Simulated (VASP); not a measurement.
# WC (CsCl type) (Pm-3m) in VASP: further runs

Runs on WC (CsCl type). Level: PBE. Tasks: relaxation of cell and atoms.

All numbers are computed with VASP 6.6.1; they aren't measurements. Logs are shortened: lines on timing, memory, paths and dates and some standing lists are left out, and cuts for length are marked.

### 1 The cell of the first run

It takes space group Pm-3m (No. 221, cubic). The conventional cell has a = 2.693 Å, b = 2.693 Å, c = 2.693 Å, α = 90.00°, β = 90.00°, γ = 90.00°. Within 3.1 Å of W (site symmetry m-3m) lie 8 C at 2.33 Å and 6 W at 2.69 Å. Within 3.1 Å of C (site symmetry m-3m) lie 8 W at 2.33 Å and 6 C at 2.69 Å.

### 2 Relaxation of cell and atoms, PBE, target pressure -0.037 GPa, at which the enthalpy is minimised

INCAR

```
PREC = Accurate
ENCUT = 600
EDIFF = 1E-6
ISMEAR = -1
SIGMA = 0.08
LREAL = False
LASPH = True
NELM = 80
ALGO = Normal
ISIF = 3
LWAVE = False
LCHARG = False
GGA = PE
IBRION = 2
NSW = 60
EDIFFG = -0.005
PSTRESS = -0.37
```

KPOINTS

```
Automatic mesh
0
Gamma
  14 14 14
```

POSCAR

```
WC
1.0
    2.6934765788      0.0000000000      0.0000000000
    0.0000000000      2.6934765788      0.0000000000
    0.0000000000      0.0000000000      2.6934765788
W C
1 1
Direct
    0.0000000000      0.0000000000      0.0000000000
    0.5000000000      0.5000000000      0.5000000000
```

Potentials or basis: VASP PAW PBE potentials, release 64 (W_sv, C).

Command:

```console
> cat potpaw_PBE.64/W_sv/POTCAR potpaw_PBE.64/C/POTCAR > POTCAR
> mpirun -np 1 vasp_std > vasp.out
```

OUTCAR:

```text
PREC = Accurate
   ENCUT = 600
   EDIFF = 1E-6
   ISMEAR = -1
   LREAL = False
   LASPH = True
   NELM = 80
   ISIF = 3
   GGA = PE
   IBRION = 2
   NSW = 60
   EDIFFG = -0.005
   PSTRESS = -0.37

 ion  position               nearest neighbor table
   1  0.000  0.000  0.000-   2 2.33   2 2.33   2 2.33   2 2.33   2 2.33   2 2.33   2 2.33   2 2.33

   2  0.500  0.500  0.500-   1 2.33   1 2.33   1 2.33   1 2.33   1 2.33   1 2.33   1 2.33   1 2.33

  LATTYP: Found a simple cubic cell.
 ALAT       =     2.6934765788

  Lattice vectors:

 A1 = (   2.6934765788,   0.0000000000,   0.0000000000)
 A2 = (   0.0000000000,   2.6934765788,   0.0000000000)
 A3 = (   0.0000000000,   0.0000000000,   2.6934765788)

Analysis of symmetry for initial positions (statically):
=====================================================================
 Subroutine PRICEL returns:
 Original cell was already a primitive cell.

 Routine SETGRP: Setting up the symmetry group for a
 simple cubic supercell.

 Subroutine GETGRP returns: Found 48 space group operations
 (whereof 48 operations were pure point group operations)
 out of a pool of 48 trial point group operations.

The static configuration has the point symmetry O_h .

Analysis of symmetry for dynamics (positions and initial velocities):
=====================================================================
 Subroutine PRICEL returns:
 Original cell was already a primitive cell.

 Routine SETGRP: Setting up the symmetry group for a
 simple cubic supercell.

 Subroutine GETGRP returns: Found 48 space group operations
 (whereof 48 operations were pure point group operations)
 out of a pool of 48 trial point group operations.

The dynamic configuration has the point symmetry O_h .

 Subroutine INISYM returns: Found 48 space group operations
 (whereof 48 operations are pure point group operations),
 and found     1 'primitive' translations

----------------------------------------------------------------------------------------

                                     Primitive cell

  volume of cell :      19.5407

  direct lattice vectors                    reciprocal lattice vectors
     2.693476579  0.000000000  0.000000000     0.371267383  0.000000000  0.000000000
     0.000000000  2.693476579  0.000000000     0.000000000  0.371267383  0.000000000
     0.000000000  0.000000000  2.693476579     0.000000000  0.000000000  0.371267383

  length of vectors
     2.693476579  2.693476579  2.693476579     0.371267383  0.371267383  0.371267383

  position of ions in fractional coordinates (direct lattice)
     0.000000000  0.000000000  0.000000000
     0.500000000  0.500000000  0.500000000

  ion indices of the primitive-cell ions
   primitive index   ion index
                 1           1
                 2           2

----------------------------------------------------------------------------------------

 KPOINTS: Automatic mesh

Automatic generation of k-mesh.
 Grid dimensions read from file:
 generate k-points for:   14   14   14

 Generating k-lattice:

  Cartesian coordinates                     Fractional coordinates (reciprocal lattice)
     0.026519099  0.000000000  0.000000000     0.071428571  0.000000000  0.000000000
     0.000000000  0.026519099  0.000000000     0.000000000  0.071428571  0.000000000
     0.000000000  0.000000000  0.026519099     0.000000000  0.000000000  0.071428571

  Length of vectors
     0.026519099  0.026519099  0.026519099

  Shift w.r.t. Gamma in fractional coordinates (k-lattice)
     0.000000000  0.000000000  0.000000000

 Subroutine IBZKPT returns following result:
 ===========================================

 Found    120 irreducible k-points:

 Following reciprocal coordinates:
            Coordinates               Weight
  0.000000  0.000000  0.000000      1.000000
  0.071429  0.000000  0.000000      6.000000
  0.142857  0.000000  0.000000      6.000000
  0.214286  0.000000  0.000000      6.000000
  0.285714  0.000000  0.000000      6.000000
  0.357143  0.000000  0.000000      6.000000
[... 16 lines left out ...]
  0.285714  0.214286  0.000000     24.000000
  0.357143  0.214286  0.000000     24.000000
 [... further k-points ...]
   k-points           NKPTS =    120   k-points in BZ     NKDIM =    120   number of bands    NBANDS=     13
   number of dos      NEDOS =    301   number of ions     NIONS =      2
   total plane-waves  NPLWV =  13824
   dimension x,y,z NGX =    24 NGY =   24 NGZ =   24
   dimension x,y,z NGXF=    48 NGYF=   48 NGZF=   48
   ions per type =               1   1
   NGX,Y,Z   is equivalent  to a cutoff of  14.81, 14.81, 14.81 a.u.
   NGXF,Y,Z  is equivalent  to a cutoff of  29.63, 29.63, 29.63 a.u.
 SYSTEM =  unknown system
   PREC   = accura    normal or accurate (medium, high low for compatibility)
   ISTART =      0    job   : 0-new  1-cont  2-samecut
   ICHARG =      2    charge: 1-file 2-atom 10-const
   ISPIN  =      1    spin polarized calculation?
   LNONCOLLINEAR =      F non collinear calculations
   LSORBIT =      F    spin-orbit coupling
   LASPH  =      T    aspherical Exc in radial PAW
   ENCUT  =  600.0 eV  44.10 Ry    6.64 a.u.   5.38  5.38  5.38*2*pi/ulx,y,z
   NELM   =     80;   NELMIN=  2; NELMDL= -5     # of ELM steps
   EDIFF  = 0.1E-05   stopping-criterion for ELM
   LREAL  =      F    real-space projection
   EDIFFG = -.5E-02   stopping-criterion for IOM
   NSW    =     60    number of steps for IOM
   IBRION =      2    ionic relax: 0-MD 1-quasi-New 2-CG
   NFREE  =      1    steps in history (QN), initial steepest desc. (CG)
   ISIF   =      3    stress and relaxation
   ISYM   =      2    0-nonsym 1-usesym 2-fastsym
   POTIM  = 0.5000    time-step for ionic-motion
   TEBEG  =    0.0;   TEEND  =   0.0 temperature during run
   PSTRESS=   -0.4 pullay stress
   NELECT =      18.0000    total number of electrons
   NUPDOWN=      -1.0000    fix difference up-down
   EMIN   =  10.00;   EMAX   =-10.00  energy-range for DOS
   EFERMI =   0.00;   METHOD = LEGACY
   ISMEAR =    -1;   SIGMA  =   0.08  broadening in eV -4-tet -1-fermi 0-gaus
   EFERMI_NEDOS =   21; number of points for ismear=-14 and -15
   IALGO  =     38    algorithm
   IMIX   =      4    mixing-type and parameters
     AMIX     =   0.40;   BMIX     =  1.00
     AMIX_MAG =   1.60;   BMIX_MAG =  1.00
  volume/ion in A,a.u.               =       9.77        65.93
  Fermi-wavevector in a.u.,A,eV,Ry     =   1.592890  3.010126 34.522044  2.537299
  Thomas-Fermi vector in A             =   2.691205
   LORBIT       =      0    0 simple, 1 ext, 2 COOP (PROOUT), +10 PAW based schemes
   GGA     = PE    functional components
   LHFCALC =     F    Hartree Fock is set to
   AEXX    =    0.0000 exact exchange contribution
   IVDW    =     0    specifies the selected vdW correction
   LEPSILON=     F    determine dielectric tensor
   LRPA    =     F    only Hartree local field effects (RPA)
 conjugate gradient relaxation of ions
 non-spin polarized calculation
  energy-cutoff  :      600.00
  volume of cell :       19.54
 maximum number of plane-waves:       672
 NGX is ok and might be reduce to    24
   NGX = 11   NGY = 11   NGZ = 11

--------------------------------------- Ionic step        1  -------------------------------------------

 number of electron      18.0000001 magnetization

 Free energy of the ion-electron system (eV)
  ---------------------------------------------------
  ext. energy  EPLUGINS =         0.00000000
  ---------------------------------------------------
  free energy    TOTEN  =       -20.59116449 eV

  energy without entropy =      -20.57366061  energy(sigma->0) =      -20.58241255

------------------------ aborting loop because EDIFF is reached ----------------------------------------

  FORCE on cell =-STRESS in cart. coord.  units (eV):
  Direction    XX          YY          ZZ          XY          YZ          ZX
  --------------------------------------------------------------------------------------
  -------------------------------------------------------------------------------------
  Total        1.9584862      1.9584862      1.9584862      0.0000000      0.0000000     -0.0000000
  in kB      160.5800146    160.5800146    160.5800146      0.0000000      0.0000000     -0.0000000
  external PRESSURE =     160.9500146 kB  Pullay stress =      -0.3700000 kB
[... 99 lines left out ...]
  enthalpy is  TOTEN    =       -20.6349456466 eV   P V=       -0.0047069157

--------------------------------------- Ionic step        4  -------------------------------------------

 number of electron      17.9999998 magnetization

 Free energy of the ion-electron system (eV)
  ---------------------------------------------------
  ext. energy  EPLUGINS =         0.00000000
  ---------------------------------------------------
  free energy    TOTEN  =       -20.63029388 eV

  energy without entropy =      -20.61228949  energy(sigma->0) =      -20.62129168

 E-fermi :  12.2437     XC(G=0): -14.0027

 val. band max:       12.2345618319   @ k =   0.4286   0.3571   0.2857
 cond. band min:      12.2536387513   @ k =   0.1429   0.1429   0.0714
 fundamental gap:      0.0190769194
 Fermi energy:        12.2436717127

 k-point     1 :       0.0000    0.0000    0.0000
  band No.  band energies     occupation
      1     -62.5857      2.00000
      2     -26.3889      2.00000
      3     -26.3889      2.00000
      4     -26.3889      2.00000
      5      -3.0805      2.00000
      6       7.1416      2.00000
      7       7.1416      2.00000
      8      12.2939      0.69599
      9      12.2939      0.69599
     10      12.2939      0.69599
     11      15.1042      0.00000
     12      15.1042      0.00000
     13      15.1042      0.00000
[... 353 lines left out ...]
 k-point    24 :       0.3571    0.2143    0.0000
  band No.  band energies     occupation
      1     -62.5095      2.00000
      2     -27.1434      2.00000
      3     -26.6907      2.00000
      4     -26.2786      2.00000
      5      -0.0514      2.00000
      6       5.0297      2.00000
      7       7.9732      2.00000
      8       9.4885      2.00000
      9       9.9181      2.00000
     10      13.7429      0.00000
     11      15.0478      0.00000
     12      16.7141      0.00000
     13      17.7519      0.00000

 [... further k-points ...]

------------------------ aborting loop because EDIFF is reached ----------------------------------------

  FORCE on cell =-STRESS in cart. coord.  units (eV):
  Direction    XX          YY          ZZ          XY          YZ          ZX
  --------------------------------------------------------------------------------------
  -------------------------------------------------------------------------------------
  Total       -0.0107628     -0.0107628     -0.0107628      0.0000000     -0.0000000     -0.0000000
  in kB       -0.8471518     -0.8471518     -0.8471518      0.0000000     -0.0000000     -0.0000000
  external PRESSURE =      -0.4771518 kB  Pullay stress =      -0.3700000 kB
[... 17 lines left out ...]
  FREE ENERGIE OF THE ION-ELECTRON SYSTEM (eV)
  ---------------------------------------------------
  free  energy   TOTEN  =       -20.6302938768 eV

  energy  without entropy=      -20.6122894871  energy(sigma->0) =      -20.62129168

  enthalpy is  TOTEN    =       -20.6349946104 eV   P V=       -0.0047007336

 reached required accuracy - stopping structural energy minimisation
```

Wall time 96 s (1 thread of Intel Xeon 8259CL, shared host); peak memory 0.18 GiB.

Results:

```yaml
Free_energy: -20.6303 eV
Relaxed_volume: 10.18 Å³/atom
Relaxed_cell: a = 2.730 Å, b = 2.730 Å, c = 2.730 Å, α = 90.00°, β = 90.00°, γ = 90.00°
Space_group_after_relaxing_to_0.1_Å: Pm-3m (No. 221)
Energy_change_on_relaxing_the_run_minimises_the_enthalpy: -19.6 meV/atom
Ionic_steps: 4
Pressure_after_relaxing: -0.1 GPa
Band_gap_on_the_k_mesh: zero (bands 9 and 10 overlap by 6.99 eV)
```

Step by step:
```
step  energy change (eV)  largest force (eV/Å)  pressure (GPa)  volume (Å³)
   1              0.0000                0.0000           16.06        19.54
   2              0.1669                0.0000          -28.79        22.45
   3             -0.0391                0.0000           -0.54        20.38
   4             -0.0391                0.0000           -0.08        20.36
```

Final structure:
```cif
data_structure
_symmetry_space_group_name_H-M 'P 1'
_symmetry_Int_Tables_number 1
_cell_length_a 2.7304
_cell_length_b 2.7304
_cell_length_c 2.7304
_cell_angle_alpha 90.000
_cell_angle_beta 90.000
_cell_angle_gamma 90.000
_cell_volume 20.36
loop_
_atom_site_label
_atom_site_type_symbol
_atom_site_fract_x
_atom_site_fract_y
_atom_site_fract_z
_atom_site_occupancy
W1 W 0.00000 0.00000 0.00000 1
C1 C 0.50000 0.50000 0.50000 1
```

Levels at points of the mesh, in eV from the Fermi level:
| k point | band 5 | band 6 | band 7 | band 8 | band 9 | band 10 | band 11 | band 12 | band 13 |
| --- | --- | --- | --- | --- | --- | --- | --- | --- | --- |
| (0.00, 0.00, 0.00) | -15.32 | -5.10 | -5.10 | 0.05 | 0.05 | 0.05 | 2.86 | 2.86 | 2.86 |
| (0.50, 0.00, 0.00) | -11.26 | -9.40 | -3.99 | -3.35 | -3.35 | 3.37 | 4.49 | 6.91 | 6.91 |
| (0.50, 0.50, 0.00) | -12.21 | -4.47 | -4.47 | -4.10 | -0.01 | -0.01 | 1.21 | 3.28 | 5.54 |
| (0.50, 0.50, 0.50) | -8.24 | -8.24 | -8.24 | -8.15 | 5.80 | 5.80 | 7.64 | 7.64 | 7.64 |

Caveat: the cell is relaxed towards a set pressure, so the run minimises the enthalpy, not the energy; spin-orbit coupling is left out, which moves the levels of the heavy elements.

[end of part 1 of 2]
